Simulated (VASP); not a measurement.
Runs of VASP 6.6.1 on Ga. The structure is that of space group I4_1/amd (No. 141), or close to it. The cells are those of the table. 

| cell | gap on the mesh (eV) | pressure (GPa) |
| --- | --- | --- |
| a = 3.523 Å, angles 96.9, 96.9, 139.3°, 2 atoms | none | 49.1 |
| a = 3.182 Å, angles 96.9, 96.9, 139.4°, 2 atoms | none | (a) |
| a = 3.343 Å, angles 96.9, 96.9, 139.4°, 2 atoms | none | 101.7 |
| a = 3.025 Å, angles 96.9, 96.9, 139.4°, 2 atoms | none | 317.6 |

Alike in all rows: task single point; level PBE; potentials or basis VASP PAW PBE potentials, release 64 (Ga_d); no spin polarisation; k mesh 17 × 17 × 17; cutoff (eV) 520; smearing fermi-dirac 0.08 eV.

**Question.** Fill in the values left out.

**Answer.** (a) 183.0.

Caveats: the cell stands under pressure.

A k mesh can miss the band edges, and the runs leave out spin-orbit coupling on Ga.

A gap of «none» marks levels without a gap at the run's occupations.
